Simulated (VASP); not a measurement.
Set up this calculation in VASP 6.6.1, as the native input.

* Task: single point
* Functional: PBEsol
* Potentials or basis: VASP PAW PBE potentials, release 64 (Sr_sv)
* Cutoff: 520 eV
* k mesh: 16 × 16 × 16
* Occupations: gaussian, width 0.15 eV
* Spin: no spin polarisation
* Dipole correction: no
* Further INCAR settings: ALGO = Fast; EDIFF = 1e-07; NBANDS = 11

The structure of Sr lies in POSCAR:

```
Sr
1.0
   -2.1298782120      2.4341465280      2.4341465280
    2.4341465280     -2.1298782120      2.4341465280
    2.4341465280      2.4341465280     -2.1298782120
Sr
1
Direct
    0.0000000000      0.0000000000      0.0000000000
```

This cell differs from its parent crystal: ratio of the length along [111] to the lengths across it x 1.2, volume and fractional coordinates fixed.

These files were run (other wordings do the same):

INCAR

```
ALGO = Fast
EDIFF = 1E-7
ENCUT = 520
GGA = PS
ISIF = 2
ISMEAR = 0
LASPH = True
LCHARG = False
LREAL = False
LWAVE = False
NBANDS = 11
NELM = 60
PREC = Accurate
SIGMA = 0.15
```

KPOINTS

```
k-points
0
Gamma
  16 16 16
```

Potentials or basis: VASP PAW PBE potentials, release 64 (Sr_sv).

The run is started by

```bash
$ cat potpaw_PBE.64/Sr_sv/POTCAR > POTCAR
$ mpirun -np 1 vasp_std > vasp.out
```

Results of the run:

| Item | Value |
| --- | --- |
| Pressure | -0.9 GPa |
| Band gap on the k mesh | zero (bands 5 and 6 overlap by 0.51 eV) |

Caveat: the PAW data sets were made with another functional, which shifts forces and pressure a little.

Wall time 2.2 min on 1 thread of AMD EPYC 9R45 96-Core Processor (Zen 5) (shared host), peak memory 0.34 GiB.
